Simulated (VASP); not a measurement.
Input of a VASP 6.6.1 run:

Contents of INCAR:

```
PREC = Accurate
ENCUT = 500
EDIFF = 1E-6
ISMEAR = 0
SIGMA = 0.01
LREAL = False
LASPH = True
NELM = 120
ALGO = Normal
ISIF = 2
LWAVE = False
LCHARG = False
GGA = CA
NBANDS = 17
GGA_COMPAT = False
```

KPOINTS

```
Automatic mesh
0
Gamma
  4 4 4
```

POSCAR

```
SnSe
1.0
    4.2567830000      0.0000000000      0.0000000000
    2.1283915000      3.6864822164      0.0000000000
    2.1283915000      1.2288274055      3.4756487653
Sn Se
1 1
Direct
    0.0000000000      0.0000000000      0.0000000000
    0.5000000000      0.5000000000      0.5000000000
```

Potentials or basis: VASP PAW LDA potentials, release 64 (Sn_d, Se).

Launch:

```console
$ cat potpaw_LDA.64/Sn_d/POTCAR potpaw_LDA.64/Se/POTCAR > POTCAR
$ mpirun -np 1 vasp_std > vasp.out
```

(1) Predict the band gap on the k mesh.

(2) Estimate the pressure.

## Answers

(1) 0.60 eV, direct.

(2) -4.6 GPa.

Caveat: the k points lie up to 0.45 Å⁻¹ apart; spin-orbit coupling is left out, which moves the levels of the heavy elements.
